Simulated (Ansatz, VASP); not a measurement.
**Two plane-wave programs on MgB2**

The input INCAR:

```
SYSTEM = MgB2
PREC = Accurate
ENCUT = 600
EDIFF = 1E-6
ISMEAR = -1
SIGMA = 0.05
LREAL = .FALSE.
LASPH = .TRUE.
NELM = 120
ALGO = Normal
ISIF = 2
LWAVE = .FALSE.
LCHARG = .FALSE.
GGA = PS
NBANDS = 11
GGA_COMPAT = .FALSE.
```

The input KPOINTS:

```
regular mesh
0
G
  8 8 6
  0 0 0
```

Contents of POSCAR:

```
MgB2
1.0
    3.0850000000      0.0000000000      0.0000000000
   -1.5425000000      2.6716883707      0.0000000000
    0.0000000000      0.0000000000      3.5230000000
Mg B
1 2
Direct
    0.0000000000      0.0000000000      0.0000000000
    0.6666666667      0.3333333333      0.5000000000
    0.3333333333      0.6666666667      0.5000000000
```

Contents of input.yaml:

```yaml
crystal:
  lattice:
    - [3.085, 0.0, 0.0]
    - [-1.5425, 2.6716883707, 0.0]
    - [0.0, 0.0, 3.523]
  atoms:
    - { symbol: Mg, position: [0.0, 0.0, 0.0] }
    - { symbol: B, position: [0.6666666667, 0.3333333333, 0.5] }
    - { symbol: B, position: [0.3333333333, 0.6666666667, 0.5] }
hamiltonian:
  xc: pbesol
  pseudopotentials: { kind: paw }
kpoints:
  mp_grid: { grid: [8, 8, 6] }
scf:
  occupations: { method: fermi_dirac, width: 0.05 }
output:
  forces: true
  stress: true
  eigenvalues: true
```

Alike in both runs: task single point; functional PBEsol; k mesh 8 × 8 × 6; occupations fermi-dirac, width 0.05 eV; no spin polarisation.

|  | VASP | Ansatz |
| --- | --- | --- |
| version | VASP 6.6.1 | Ansatz 0.2.0 |
| potentials or method | VASP PAW PBE potentials, release 64 (Mg, B) | Ansatz PAW |
| plane-wave cutoff (eV) | 600 | 420 |
| valence electrons in the cell | 8 | 16 |

VASP gave:

- gap on the k mesh at the Fermi level (eV): none
- pressure (GPa): -3.0
- traceless stress, the component that is largest in VASP (GPa): -0.71

What did Ansatz give for the same quantities?

gap on the k mesh at the Fermi level (eV): none; pressure (GPa): -3.0; traceless stress, the component that is largest in VASP (GPa): -0.57.

VASP's potentials were made for PBE, not for PBEsol. A gap of «none» marks a metal or a gap that the smearing closes. VASP's potentials hold 8 valence electrons a cell and Ansatz's 16, so a difference there can come from the potentials and not from the codes.
